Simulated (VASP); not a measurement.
Wanted: the native input for a VASP 6.6.1 run.

- Task: single point
- Functional: PBE
- Potentials or basis: VASP PAW PBE potentials, release 64 (Ge_d, Te, O)
- Cutoff: 520 eV
- k mesh: 10 × 10 × 4
- Occupations: gaussian, width 0.1 eV
- Spin: no spin polarisation
- Dipole correction: no
- Further INCAR settings: ALGO = Fast; EDIFF = 1e-06; NBANDS = 39

The structure of Ge3Te2O lies in POSCAR:

```
Ge3Te2O
1.0
    3.2966073838      0.0000000000      0.0000000000
    0.0000000000      3.2966073838      0.0000000000
    0.0000000000      0.0000000000     11.9044954390
Ge Te O
3 2 1
Direct
    0.5000000000      0.0000000000      0.4283301351
    0.0000000000      0.5000000000      0.5716698649
    0.0000000000      0.0000000000      0.0000000000
    0.5000000000      0.0000000000      0.7355528173
    0.0000000000      0.5000000000      0.2644471827
    0.5000000000      0.5000000000      0.0000000000
```

The cell was generated, and may not be a known phase.

One way to write it, as run:

INCAR

```
  PREC = Accurate
  ENCUT = 520
  EDIFF = 1E-6
  ISMEAR = 0
  SIGMA = 0.1
  LREAL = F
  LASPH = T
  NELM = 60
  ALGO = Fast
  ISIF = 2
  LWAVE = F
  LCHARG = T
  GGA = PE
  LELF = T
  LVHAR = T
  NBANDS = 39
```

KPOINTS

```
regular mesh
0
Gamma
  10 10 4
```

Potentials or basis: VASP PAW PBE potentials, release 64 (Ge_d, Te, O).

The run is started by

```bash
$ cat potpaw_PBE.64/Ge_d/POTCAR potpaw_PBE.64/Te/POTCAR potpaw_PBE.64/O/POTCAR > POTCAR
$ mpirun -np 1 vasp_std > vasp.out
```

It gave:

```json
{
 "Pressure": "0.0 GPa",
 "Largest force": "0.006 eV/Å",
 "Band gap on the k mesh": "zero (bands 30 and 31 overlap by 2.65 eV)"
}
```

Caveat: spin-orbit coupling is left out, which moves the levels of the heavy elements.

It took 3.3 min on 1 thread of Oxide Virtual Turin-like Processor (shared host), peak memory 0.4 GiB.
